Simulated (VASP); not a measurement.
**W: single point with PBEsol**

The system is W.

```xyz
1
Lattice="0.0000 2.1716 1.6938 2.1716 0.0000 1.6938 2.1716 2.1716 0.0000" Properties=species:S:1:pos:R:3 pbc="T T T"
W     0.0000    0.0000    0.0000
```

This cell differs from its parent crystal: ratio of the length along z to the lengths across it x 0.78, volume and fractional coordinates fixed.

```
Program             : VASP 6.6.1
Task                : single point
Functional          : PBEsol
Potentials or basis : VASP PAW PBE potentials, release 64 (W_sv)
Cutoff              : 520 eV
k mesh              : 28 × 28 × 28
Occupations         : gaussian, width 0.15 eV
Spin                : no spin polarisation
```

| Quantity | Value |
| --- | --- |
| Pressure | -3.7 GPa |
| Band gap on the k mesh | zero (bands 7 and 8 overlap by 5.83 eV) |

Stress tensor (GPa, compression positive):
```
  4.96   0.00   0.00
  0.00   4.96   0.00
  0.00   0.00 -20.98
```

Levels at points of the mesh, in eV from the Fermi level:
```tsv
k point	band 5	band 6	band 7	band 8	band 9	band 10
(0.00, 0.00, 0.00)	-9.60	-1.50	-1.50	-0.31	1.32	2.89
(0.50, 0.00, 0.00)	-6.23	-3.03	0.47	1.11	3.34	5.88
(0.50, 0.50, 0.00)	-5.92	-5.62	4.88	5.30	5.30	6.50
(0.50, 0.00, 0.50)	-6.21	-4.29	1.21	3.22	3.70	6.26
```

Run time: 120 s on 1 thread of Intel(R) Xeon(R) 6975P-C (Granite Rapids), with other jobs on the host, peak memory 0.4 GiB.

Caveat: the cell stands under tension; the PAW data sets were made with another functional, which shifts forces and pressure a little; spin-orbit coupling is left out, which moves the levels of the heavy elements.
